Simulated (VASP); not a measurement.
Runs of VASP 6.6.1 on TiC. The structure is that of space group P-6m2 (No. 187), or close to it. The cells are those of the table. 

```csv
task,cell,k mesh,cutoff (eV),smearing,gap on the mesh (eV),pressure (GPa),relaxed volume (Å³/atom)
relaxation of cell and atoms,"relaxed from a = 3.053, b = 3.053, c = 2.684 Å, angles 90.0, 90.0, 120.0°, 2 atoms",12 × 12 × 14,600,gaussian 0.01 eV,none,0.0,10.82
single point,"a = 3.043, b = 3.043, c = 2.697 Å, angles 90.0, 90.0, 120.0°, 2 atoms",12 × 12 × 14,520,gaussian 0.01 eV,none,0.1,-
single point,"a = 3.213, b = 3.213, c = 3.128 Å, angles 90.0, 90.0, 120.0°, 2 atoms",6 × 6 × 6,520,gaussian 0.1 eV,-,-33.9,-
relaxation of cell and atoms,"relaxed from a = 3.213, b = 3.213, c = 3.128 Å, angles 90.0, 90.0, 120.0°, 2 atoms",6 × 6 × 6,600,gaussian 0.1 eV,0.27,0.0,10.83
relaxation of cell and atoms,"relaxed from a = 3.043, b = 3.043, c = 2.697 Å, angles 90.0, 90.0, 120.0°, 2 atoms",24 × 24 × 20,600,gaussian 0.1 eV,none,-0.1,10.82
single point,"a = 3.053, b = 3.053, c = 2.684 Å, angles 90.0, 90.0, 120.0°, 2 atoms",6 × 6 × 6,520,gaussian 0.1 eV,0.27,0.0,-
single point,"a = 3.042, b = 3.042, c = 2.698 Å, angles 90.0, 90.0, 120.0°, 2 atoms",24 × 24 × 20,520,gaussian 0.1 eV,none,(a),-
```

Alike in all rows: level PBE; potentials or basis VASP PAW PBE potentials, release 64 (Ti_sv, C); no spin polarisation.

Q: Estimate the missing entries.

A: (a) 0.2.

Caveats: some runs use coarse meshes; the volume moved by over 15 % at a fixed basis, so the end points are rough (some runs).

A k mesh can miss the band edges.

A gap of «none» marks levels without a gap at the run's occupations.
